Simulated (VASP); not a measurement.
Write the native input for VASP 6.6.1 that does the following.

```yaml
Task: relaxation of cell and atoms
Functional: PBE
Potentials_or_basis: VASP PAW PBE potentials, release 64 (Sn_d, Se)
Cutoff: 600 eV
k_mesh: 11 × 11 × 6
Occupations: fermi-dirac, width 0.08 eV
Spin: no spin polarisation
Dipole_correction: no
Further_INCAR_settings: ALGO = Normal; EDIFF = 1e-07; IBRION = 2; EDIFFG = -0.005; NSW = 100; ISIF = 3
```

The structure of SnSe (wurtzite type) lies in POSCAR:

```
SnSe
1.0
    4.3246508599      0.0000000000      0.0000000000
   -2.1623254299      3.7452575071      0.0000000000
    0.0000000000      0.0000000000      7.0491809016
Sn Se
2 2
Direct
    0.3333333333      0.6666666667      0.0000000000
    0.6666666667      0.3333333333      0.5000000000
    0.3333333333      0.6666666667      0.3760000000
    0.6666666667      0.3333333333      0.8760000000
```

These files were run (other wordings do the same):

INCAR

```
SYSTEM = SnSe
PREC     = Accurate       ! precision mode
ENCUT    = 600            ! plane-wave cutoff, eV
EDIFF    = 1E-7           ! SCF threshold, eV
ISMEAR   = -1             ! smearing method
SIGMA    = 0.08           ! smearing width, eV
LREAL    = .False.        ! projectors in reciprocal space
LASPH    = .True.         ! aspherical terms in the spheres
NELM     = 100            ! most SCF steps
ALGO     = Normal         ! electronic algorithm
ISIF     = 3              ! what is computed and relaxed
LWAVE    = .False.        ! write WAVECAR
LCHARG   = .False.        ! write CHGCAR
GGA      = PE             ! functional
IBRION   = 2              ! ionic algorithm
NSW      = 100            ! ionic steps
EDIFFG   = -0.005         ! ionic threshold
```

KPOINTS

```
regular mesh
0
Gamma
  11 11 6
  0 0 0
```

Potentials or basis: VASP PAW PBE potentials, release 64 (Sn_d, Se).

Command:

```sh
$ cat potpaw_PBE.64/Sn_d/POTCAR potpaw_PBE.64/Se/POTCAR > POTCAR
$ mpirun -np 1 vasp_std > vasp.out
```

Results of the run:

```json
{
 "Relaxed volume": "34.86 Å³/atom",
 "Relaxed cell": "a = 5.111 Å, b = 5.111 Å, c = 6.164 Å, α = 90.00°, β = 90.00°, γ = 120.00°",
 "Space group after relaxing (to 0.05 Å)": "P6_3mc (No. 186)",
 "Energy gained by relaxing": "474.8 meV/atom",
 "Ionic steps": "28",
 "Pressure after relaxing": "0.0 GPa",
 "Largest force after relaxing": "0.003 eV/Å",
 "Band gap on the k mesh": "0.82 eV, direct"
}
```

Caveat: the volume moved by over 15 % at a fixed basis, so the end points are rough; spin-orbit coupling is left out, which moves the levels of the heavy elements.

It took 93 min on 1 thread of Intel(R) Xeon(R) Platinum 8375C CPU @ 2.90GHz (Ice Lake), with other jobs on the host, peak memory 0.41 GiB.
